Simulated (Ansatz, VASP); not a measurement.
Si: VASP beside Ansatz

```xyz
8
Lattice="3.8685 0.0000 0.0000 -1.9343 3.3503 0.0000 0.0000 0.0000 26.2656" Properties=species:S:1:pos:R:3 pbc="T T T"
Si    2.9014    0.5584    8.1096
Si   -0.9671    2.7919    8.7662
Si   -0.9671    2.7919   11.1693
Si    0.9671    1.6751   11.9430
Si    0.9671    1.6751   14.3226
Si    2.9014    0.5584   15.0963
Si    2.9014    0.5584   17.4994
Si   -0.9671    2.7919   18.1560
```

Alike in both runs: task single point; functional PBE; k mesh 9 × 9 × 1; occupations fermi-dirac, width 0.02 eV; no spin polarisation.

|  | VASP | Ansatz |
| --- | --- | --- |
| version | VASP 6.6.1 | Ansatz 0.2.0 |
| potentials or method | VASP PAW PBE potentials, release 64 (Si) | PAW with Ansatz's default frozen-core files, scalar-relativistic |
| plane-wave cutoff (eV) | 520 | 420 |
| valence electrons in the cell | 32 | 32 |

```csv
,VASP,Ansatz,Ansatz less VASP
rms of the force components (eV/Å),0.003,0.001,-0.0020
```

Atom by atom the forces differ by 0.002 eV/Å (rms over components). The functional is the same, so the differences come from potentials, cutoffs and numerics.
